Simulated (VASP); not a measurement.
Si3N4:

```
Si N
1.0
     7.60440    0.00000    0.00000
    -3.80220    6.58560    0.00000
     0.00000    0.00000    2.90630
Si N
6 8
Direct
  0.76798 0.17409 0.25000
  0.59389 0.76798 0.75000
  0.82591 0.59389 0.25000
  0.23202 0.82591 0.75000
  0.40611 0.23202 0.25000
  0.17409 0.40611 0.75000
  0.02997 0.32988 0.25000
  0.70009 0.02997 0.75000
  0.67012 0.70009 0.25000
  0.97003 0.67012 0.75000
  0.29991 0.97003 0.25000
  0.32988 0.29991 0.75000
  0.66667 0.33333 0.25000
  0.33333 0.66667 0.75000
```

Base run:

- Program: VASP 6.6.1
- Functional: PBE
- Potentials or basis: VASP PAW PBE potentials, release 64 (Si, N)
- Cutoff: 520 eV
- k mesh: 4 × 4 × 8
- Occupations: fermi-dirac, width 0.02 eV
- Spin: no spin polarisation

Its results: band gap on the k mesh 4.33 eV (least direct gap 4.52 eV); pressure 5.2 GPa; largest force 0.015 eV/Å.

**Question.** The run is repeated on the same cell with these changes: functional from PBE to r2SCAN; further incar settings from ALGO = Normal; EDIFF = 1e-07; NBANDS = 45 to ALGO = Normal; EDIFF = 1e-08; NBANDS = 45. What comes out?

**Answer.** Band gap on the k mesh 4.99 eV (least direct gap 5.19 eV); pressure -0.3 GPa; largest force 0.041 eV/Å.

Caveats: the cell stands under pressure (at least some runs); the PAW data sets were made with another functional, which shifts forces and pressure a little (at least some runs).

A k mesh can miss the band edges.
